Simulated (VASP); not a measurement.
# Pt (Fm-3m) in VASP: notebook

Pt is run at these levels: PBE; tasks: single point, relaxation of cell and atoms.

Everything below comes from runs of VASP 6.6.1. Logs are shortened: lines on timing, memory, paths and dates and some standing lists are left out, and cuts for length are marked.

## (1) The cell of the first run

Symmetry: Fm-3m, No. 225, cubic system. Conventional cell: a = 3.970 Å, b = 3.970 Å, c = 3.970 Å, α = 90.00°, β = 90.00°, γ = 90.00°. Pt (site symmetry m-3m) has 12 Pt at 2.81 Å within 3.7 Å.

## (2) Single point, PBE

Input file INCAR:

```
SYSTEM = Pt
ALGO = Normal
EDIFF = 1E-6
ENCUT = 520
GGA = PE
ISIF = 2
ISMEAR = -1
LASPH = .TRUE.
LCHARG = .TRUE.
LELF = .TRUE.
LREAL = .FALSE.
LVHAR = .TRUE.
LWAVE = .FALSE.
NBANDS = 11
NELM = 80
PREC = Accurate
SIGMA = 0.05
```

Input file KPOINTS:

```
k-points
0
G
  18 18 18
  0 0 0
```

Input file POSCAR:

```
Pt
1.0
    0.0000000000      1.9851796554      1.9851796554
    1.9851796554      0.0000000000      1.9851796554
    1.9851796554      1.9851796554      0.0000000000
Pt
1
Direct
    0.0000000000      0.0000000000      0.0000000000
```

Potentials or basis: VASP PAW PBE potentials, release 64 (Pt).

On the command line:

```console
> cat potpaw_PBE.64/Pt/POTCAR > POTCAR
> mpirun -np 1 vasp_std > vasp.out
```

OUTCAR:

```text
SYSTEM = Pt
   EDIFF = 1E-6
   ENCUT = 520
   GGA = PE
   ISIF = 2
   ISMEAR = -1
   LASPH = .TRUE.
   LREAL = .FALSE.
   NELM = 80
   PREC = Accurate

 ion  position               nearest neighbor table
   1  0.000  0.000  0.000-

  LATTYP: Found a face centered cubic cell.
 ALAT       =     3.9703593108

  Lattice vectors:

 A1 = (   0.0000000000,   1.9851796554,   1.9851796554)
 A2 = (   1.9851796554,   0.0000000000,   1.9851796554)
 A3 = (   1.9851796554,   1.9851796554,   0.0000000000)

Analysis of symmetry for initial positions (statically):
=====================================================================
 Subroutine PRICEL returns:
 Original cell was already a primitive cell.

 Routine SETGRP: Setting up the symmetry group for a
 face centered cubic supercell.

 Subroutine GETGRP returns: Found 48 space group operations
 (whereof 48 operations were pure point group operations)
 out of a pool of 48 trial point group operations.

The static configuration has the point symmetry O_h .

Analysis of symmetry for dynamics (positions and initial velocities):
=====================================================================
 Subroutine PRICEL returns:
 Original cell was already a primitive cell.

 Routine SETGRP: Setting up the symmetry group for a
 face centered cubic supercell.

 Subroutine GETGRP returns: Found 48 space group operations
 (whereof 48 operations were pure point group operations)
 out of a pool of 48 trial point group operations.

The dynamic configuration has the point symmetry O_h .

 Subroutine INISYM returns: Found 48 space group operations
 (whereof 48 operations are pure point group operations),
 and found     1 'primitive' translations

----------------------------------------------------------------------------------------

                                     Primitive cell

  volume of cell :      15.6469

  direct lattice vectors                    reciprocal lattice vectors
     0.000000000  1.985179655  1.985179655    -0.251866373  0.251866373  0.251866373
     1.985179655  0.000000000  1.985179655     0.251866373 -0.251866373  0.251866373
     1.985179655  1.985179655  0.000000000     0.251866373  0.251866373 -0.251866373

  length of vectors
     2.807467992  2.807467992  2.807467992     0.436245355  0.436245355  0.436245355

  position of ions in fractional coordinates (direct lattice)
     0.000000000  0.000000000  0.000000000

  ion indices of the primitive-cell ions
   primitive index   ion index
                 1           1

----------------------------------------------------------------------------------------

 KPOINTS: k-points

Automatic generation of k-mesh.
 Grid dimensions read from file:
 generate k-points for:   18   18   18

 Generating k-lattice:

  Cartesian coordinates                     Fractional coordinates (reciprocal lattice)
    -0.013992576  0.013992576  0.013992576     0.055555556  0.000000000  0.000000000
     0.013992576 -0.013992576  0.013992576     0.000000000  0.055555556  0.000000000
     0.013992576  0.013992576 -0.013992576     0.000000000  0.000000000  0.055555556

  Length of vectors
     0.024235853  0.024235853  0.024235853

  Shift w.r.t. Gamma in fractional coordinates (k-lattice)
     0.000000000  0.000000000  0.000000000

 Subroutine IBZKPT returns following result:
 ===========================================

 Found    195 irreducible k-points:

 Following reciprocal coordinates:
            Coordinates               Weight
  0.000000  0.000000  0.000000      1.000000
  0.055556  0.000000  0.000000      8.000000
  0.111111  0.000000  0.000000      8.000000
  0.166667  0.000000  0.000000      8.000000
  0.222222  0.000000  0.000000      8.000000
  0.277778  0.000000  0.000000      8.000000
[... 16 lines left out ...]
 -0.277778  0.055556  0.000000     24.000000
 -0.222222  0.055556  0.000000     24.000000
 [... further k-points ...]
   k-points           NKPTS =    195   k-points in BZ     NKDIM =    195   number of bands    NBANDS=     11
   number of dos      NEDOS =    301   number of ions     NIONS =      1
   total plane-waves  NPLWV =  13824
   dimension x,y,z NGX =    24 NGY =   24 NGZ =   24
   dimension x,y,z NGXF=    48 NGYF=   48 NGZF=   48
   ions per type =               1
   NGX,Y,Z   is equivalent  to a cutoff of  14.21, 14.21, 14.21 a.u.
   NGXF,Y,Z  is equivalent  to a cutoff of  28.42, 28.42, 28.42 a.u.
 SYSTEM =  Pt
   PREC   = accura    normal or accurate (medium, high low for compatibility)
   ISTART =      0    job   : 0-new  1-cont  2-samecut
   ICHARG =      2    charge: 1-file 2-atom 10-const
   ISPIN  =      1    spin polarized calculation?
   LNONCOLLINEAR =      F non collinear calculations
   LSORBIT =      F    spin-orbit coupling
   LASPH  =      T    aspherical Exc in radial PAW
   ENCUT  =  520.0 eV  38.22 Ry    6.18 a.u.   5.22  5.22  5.22*2*pi/ulx,y,z
   NELM   =     80;   NELMIN=  2; NELMDL= -5     # of ELM steps
   EDIFF  = 0.1E-05   stopping-criterion for ELM
   LREAL  =      F    real-space projection
   EDIFFG = 0.1E-04   stopping-criterion for IOM
   NSW    =      0    number of steps for IOM
   IBRION =     -1    ionic relax: 0-MD 1-quasi-New 2-CG
   NFREE  =      0    steps in history (QN), initial steepest desc. (CG)
   ISIF   =      2    stress and relaxation
   ISYM   =      2    0-nonsym 1-usesym 2-fastsym
   POTIM  = 0.5000    time-step for ionic-motion
   TEBEG  =    0.0;   TEEND  =   0.0 temperature during run
   PSTRESS=    0.0 pullay stress
   NELECT =      10.0000    total number of electrons
   NUPDOWN=      -1.0000    fix difference up-down
   EMIN   =  10.00;   EMAX   =-10.00  energy-range for DOS
   EFERMI =   0.00;   METHOD = LEGACY
   ISMEAR =    -1;   SIGMA  =   0.05  broadening in eV -4-tet -1-fermi 0-gaus
   EFERMI_NEDOS =   21; number of points for ismear=-14 and -15
   IALGO  =     38    algorithm
   IMIX   =      4    mixing-type and parameters
     AMIX     =   0.40;   BMIX     =  1.00
     AMIX_MAG =   1.60;   BMIX_MAG =  1.00
  volume/ion in A,a.u.               =      15.65       105.59
  Fermi-wavevector in a.u.,A,eV,Ry     =   1.410149  2.664795 27.055461  1.988520
  Thomas-Fermi vector in A             =   2.532132
   LORBIT       =      0    0 simple, 1 ext, 2 COOP (PROOUT), +10 PAW based schemes
   GGA     = PE    functional components
[... 5 lines left out ...]
 non-spin polarized calculation
  energy-cutoff  :      520.00
  volume of cell :       15.65
 maximum number of plane-waves:       444
 NGX is ok and might be reduce to    24
   NGX = 11   NGY = 11   NGZ = 11

 number of electron      10.0000002 magnetization

 Free energy of the ion-electron system (eV)
  ---------------------------------------------------
  ext. energy  EPLUGINS =         0.00000000
  ---------------------------------------------------
  free energy    TOTEN  =        -6.10347642 eV

  energy without entropy =       -6.08594786  energy(sigma->0) =       -6.09471214

 E-fermi :  10.5702     XC(G=0): -13.2704

 val. band max:       10.5697445575   @ k =  -0.3333   0.3889   0.1111
 cond. band min:      10.5805831926   @ k =   0.4444   0.1111   0.0000
 fundamental gap:      0.0108386351
 Fermi energy:        10.5702288805

 k-point     1 :       0.0000    0.0000    0.0000
  band No.  band energies     occupation
      1       0.7622      2.00000
      2       7.0014      2.00000
      3       7.0014      2.00000
      4       7.0014      2.00000
      5       9.0284      2.00000
      6       9.0284      2.00000
      7      25.3065      0.00000
      8      30.0645      0.00000
      9      30.0645      0.00000
     10      30.0645      0.00000
     11      35.2759      0.00000

 k-point     2 :       0.0556    0.0000    0.0000
  band No.  band energies     occupation
      1       0.8823      2.00000
      2       6.9491      2.00000
      3       7.0486      2.00000
      4       7.0486      2.00000
      5       9.0024      2.00000
      6       9.0024      2.00000
      7      25.4888      0.00000
      8      29.3983      0.00000
      9      30.2442      0.00000
     10      30.2442      0.00000
     11      35.9903      0.00000

 k-point     3 :       0.1111    0.0000    0.0000
  band No.  band energies     occupation
      1       1.2322      2.00000
      2       6.8146      2.00000
      3       7.1721      2.00000
      4       7.1721      2.00000
      5       8.9470      2.00000
      6       8.9470      2.00000
      7      25.9815      0.00000
      8      27.9975      0.00000
      9      30.7656      0.00000
     10      30.7656      0.00000
     11      36.6170      0.00000

 k-point     4 :       0.1667    0.0000    0.0000
  band No.  band energies     occupation
      1       1.7753      2.00000
      2       6.6641      2.00000
      3       7.3113      2.00000
      4       7.3113      2.00000
      5       8.9339      2.00000
      6       8.9339      2.00000
      7      26.3094      0.00000
      8      26.6674      0.00000
      9      31.5692      0.00000
     10      31.5692      0.00000
     11      35.0288      0.00000
[... 239 lines left out ...]
 k-point    22 :      -0.3333    0.0556    0.0000
  band No.  band energies     occupation
      1       3.6075      2.00000
      2       7.0966      2.00000
      3       7.2032      2.00000
      4       7.6152      2.00000
      5       9.6837      2.00000
      6      10.3840      1.95290
      7      19.9726      0.00000
      8      25.8929      0.00000
      9      29.8480      0.00000
     10      31.7940      0.00000
     11      35.0357      0.00000

 k-point    23 :      -0.2778    0.0556    0.0000
  band No.  band energies     occupation
      1       3.3043      2.00000
      2       6.8470      2.00000
      3       7.2716      2.00000
      4       7.3401      2.00000
      5       9.2201      2.00000
      6       9.9069      2.00000
      7      22.0615      0.00000
      8      26.5535      0.00000
      9      30.7149      0.00000
     10      33.5064      0.00000
     11      33.5154      0.00000

 k-point    24 :      -0.2222    0.0556    0.0000
  band No.  band energies     occupation
      1       2.7488      2.00000
      2       6.5408      2.00000
      3       7.3736      2.00000
      4       7.4371      2.00000
      5       8.8532      2.00000
      6       9.4913      2.00000
      7      24.0476      0.00000
      8      27.0378      0.00000
      9      31.2496      0.00000
     10      32.7647      0.00000
     11      33.9675      0.00000

 [... further k-points ...]

------------------------ aborting loop because EDIFF is reached ----------------------------------------

  FORCE on cell =-STRESS in cart. coord.  units (eV):
  Direction    XX          YY          ZZ          XY          YZ          ZX
  --------------------------------------------------------------------------------------
  -------------------------------------------------------------------------------------
  Total       -0.0473452     -0.0473452     -0.0473452      0.0000000     -0.0000000      0.0000000
  in kB       -4.8479401     -4.8479401     -4.8479401      0.0000000     -0.0000000      0.0000000
  external PRESSURE =      -4.8479401 kB  Pullay stress =       0.0000000 kB

 VOLUME and BASIS-vectors are now :
 -----------------------------------------------------------------------------
  energy-cutoff  :      520.00
  volume of cell :       15.65
      direct lattice vectors                 reciprocal lattice vectors
     0.000000000  1.985179655  1.985179655    -0.251866373  0.251866373  0.251866373
     1.985179655  0.000000000  1.985179655     0.251866373 -0.251866373  0.251866373
     1.985179655  1.985179655  0.000000000     0.251866373  0.251866373 -0.251866373

 POSITION                                       TOTAL-FORCE (eV/Angst)
 -----------------------------------------------------------------------------------
      0.00000      0.00000      0.00000        -0.000000      0.000000      0.000000
 -----------------------------------------------------------------------------------
    total drift:                               -0.000000     -0.000000     -0.000000

  FREE ENERGIE OF THE ION-ELECTRON SYSTEM (eV)
  ---------------------------------------------------
  free  energy   TOTEN  =        -6.1034764193 eV

  energy  without entropy=       -6.0859478555  energy(sigma->0) =       -6.09471214
```

Run time: 45 s. Hardware: 1 thread of Intel Xeon 8259CL, shared host; peak memory 0.17 GiB.

What came out:

```
Free energy            : -6.1035 eV
Pressure               : -0.5 GPa
Band gap on the k mesh : zero (bands 5 and 6 overlap by 2.09 eV)
```

Caveat: spin-orbit coupling is left out, which moves the levels of the heavy elements.

## (3) Single point, PBE

This run uses another cell than the first one, of 18.22 Å³/atom.

Input file INCAR:

```
ALGO     = Normal         # electronic algorithm
EDIFF    = 1E-6           # SCF threshold, eV
ENCUT    = 520            # plane-wave cutoff, eV
GGA      = PE             # functional
ISIF     = 2              # what is computed and relaxed
ISMEAR   = -1             # smearing method
LASPH    = T              # aspherical terms in the spheres
LCHARG   = T              # write CHGCAR
LELF     = T              # ELF
LREAL    = F              # projectors in reciprocal space
LVHAR    = T            
LWAVE    = F              # write WAVECAR
NBANDS   = 11             # bands
NELM     = 60             # most SCF steps
PREC     = Accurate       # precision mode
SIGMA    = 0.05           # smearing width, eV
```

Input file KPOINTS:

```
k-points
0
Gamma
  18 18 18
```

Input file POSCAR:

```
Pt
1.0
    0.0000000000      2.0887121729      2.0887121729
    2.0887121729      0.0000000000      2.0887121729
    2.0887121729      2.0887121729      0.0000000000
Pt
1
Direct
    0.0000000000      0.0000000000      0.0000000000
```

Potentials or basis: VASP PAW PBE potentials, release 64 (Pt).

On the command line:

```console
> cat potpaw_PBE.64/Pt/POTCAR > POTCAR
> mpirun -np 1 vasp_std > vasp.out
```

Wall time 40 s (1 thread of Intel Xeon 8259CL, shared host); peak memory 0.17 GiB.

It converged, with:

- Free energy: -5.8642 eV
- Pressure: -25.0 GPa
- Band gap on the k mesh: zero (bands 5 and 6 overlap by 1.59 eV)

Levels at points of the mesh, in eV from the Fermi level:
| k point | band 2 | band 3 | band 4 | band 5 | band 6 | band 7 | band 8 | band 9 |
| --- | --- | --- | --- | --- | --- | --- | --- | --- |
| (0.00, 0.00, 0.00) | -2.77 | -2.77 | -2.77 | -1.20 | -1.20 | 14.97 | 18.88 | 18.88 |
| (0.50, 0.00, 0.00) | -2.80 | -2.80 | 0.01 | 0.01 | 0.28 | 4.55 | 14.48 | 17.59 |
| (0.50, 0.50, 0.00) | -4.88 | -0.02 | 0.33 | 0.33 | 2.16 | 7.03 | 10.77 | 10.77 |

Caveat: the cell stands under tension; spin-orbit coupling is left out, which moves the levels of the heavy elements.

[end of part 1 of 2]
